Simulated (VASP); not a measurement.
A run of VASP 6.6.1:

The input INCAR:

```
SYSTEM = Al2O3
  ALGO = Normal
  EDIFF = 1E-7
  ENCUT = 520
  GGA = PE
  ISIF = 2
  ISMEAR = 0
  LASPH = .True.
  LCHARG = .True.
  LELF = .True.
  LREAL = .False.
  LVHAR = .True.
  LWAVE = .False.
  NBANDS = 35
  NELM = 60
  PREC = Accurate
  SIGMA = 0.05
```

KPOINTS

```
k-points
0
Gamma
  6 6 6
  0 0 0
```

POSCAR

```
Al2O3
1.0
    2.3816113408      1.3750239487      4.6944735009
   -2.3816113408      1.3750239487      4.6944735009
    0.0000000000     -2.7500478974      4.6944735009
Al O
4 6
Direct
    0.8521293568      0.8521293568      0.8521293568
    0.6478706432      0.6478706432      0.6478706432
    0.1478706432      0.1478706432      0.1478706432
    0.3521293568      0.3521293568      0.3521293568
    0.0561574040      0.4438425960      0.7500000000
    0.7500000000      0.0561574040      0.4438425960
    0.4438425960      0.7500000000      0.0561574040
    0.9438425960      0.5561574040      0.2500000000
    0.2500000000      0.9438425960      0.5561574040
    0.5561574040      0.2500000000      0.9438425960
```

Potentials or basis: VASP PAW PBE potentials, release 64 (Al, O).

The run is started by

```sh
$ cat potpaw_PBE.64/Al/POTCAR potpaw_PBE.64/O/POTCAR > POTCAR
$ mpirun -np 1 vasp_std > vasp.out
```

Hardware: 1 thread of Intel Xeon 8259CL (shared host).

Question: How long does it take, and how much memory?

Answer: Wall time 3.2 min on 1 thread of Intel Xeon 8259CL (shared host), peak memory 0.27 GiB. Counts: scf iterations 14, k points 32.
